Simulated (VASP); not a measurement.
# Cd2S: single point with PBEsol

The system is Cd2S.

```xyz
3
Lattice="3.9627 0.0000 0.0000 -1.9813 3.4318 0.0000 0.0000 0.0000 5.8092" Properties=species:S:1:pos:R:3 pbc="T T T"
Cd    0.0000    2.2878    5.4183
Cd    1.9813    1.1439    3.3620
S     0.0000    2.2878    2.1245
```

```json
{
  "Program": "VASP 6.6.1",
  "Task": "single point",
  "Functional": "PBEsol",
  "Potentials or basis": "VASP PAW PBE potentials, release 64 (Cd, S)",
  "Cutoff": "520 eV",
  "k mesh": "8 × 8 × 5",
  "Occupations": "fermi-dirac, width 0.05 eV",
  "Spin": "non-collinear spin, zero start, spin-orbit coupling",
  "Starting moments": "[[0.0, 0.0, 0.0], [0.0, 0.0, 0.0], [0.0, 0.0, 0.0]] μB"
}
```

```yaml
Pressure: -2.8 GPa
Largest_force: 0.118 eV/Å
Net_moment: 0.00 μB per cell
Valence_electrons_inside_the_program's_atomic_spheres: Cd 10.25, 10.29; S 3.67
```

Forces on the atoms (eV/Å):
```
Cd   0.000  0.000  0.007
Cd   0.000  0.000 -0.118
S    0.000  0.000  0.111
```

Stress tensor (GPa, compression positive):
```
-2.54  0.00  0.00
 0.00 -2.54  0.00
 0.00  0.00 -3.26
```

Moments on the atoms (μB; x, y, z):
```
Cd  0.00 0.00 0.00
Cd  0.00 0.00 0.00
S   0.00 0.00 0.00
```

It took 13 min on 1 thread of Intel(R) Xeon(R) Platinum 8175M CPU @ 2.50GHz (Skylake/Cascade Lake) (shared host), peak memory 0.59 GiB.

Caveat: the PAW data sets were made with another functional, which shifts forces and pressure a little.
